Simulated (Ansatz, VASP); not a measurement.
## Ti6H: VASP beside Ansatz

```
Ti H
1.0
     5.66395    0.00000    0.00000
     0.00000    4.57935    0.00000
     0.00000    0.00000   24.55069
Ti H
12 2
Direct
  0.25000 0.00000 0.16293
  0.75000 0.00000 0.16293
  0.00000 0.50000 0.21677
  0.50000 0.50000 0.21677
  0.25000 0.00000 0.27062
  0.75000 0.00000 0.27062
  0.25000 0.50000 0.32566
  0.75000 0.50000 0.32566
  0.00000 0.00000 0.37797
  0.50000 0.00000 0.37797
  0.25000 0.50000 0.42975
  0.75000 0.50000 0.42975
  0.80270 0.00000 0.48718
  0.19730 0.00000 0.48718
```

Alike in both runs: task single point; functional PBE; k mesh 5 × 6 × 1; occupations gaussian, width 0.1 eV; no spin polarisation.

|  | VASP | Ansatz |
| --- | --- | --- |
| version | VASP 6.6.1 | Ansatz 0.2.0 |
| potentials or method | VASP PAW PBE potentials, release 64 (Ti_sv, H), cutoff 520 eV | scalar-relativistic, plane waves, PAW |
| valence electrons in the cell | 146 | 146 |

```csv
,VASP,Ansatz,Ansatz less VASP
gap on the k mesh at the Fermi level (eV),none,none,-
rms of the force components (eV/Å),0.417,0.418,+0.0006
"work function, face that differs most (eV)",4.42,4.41,-0.004
```

Atom by atom the forces differ by 0.003 eV/Å (rms over components). A gap of «none» marks a metal or a gap that the smearing closes.
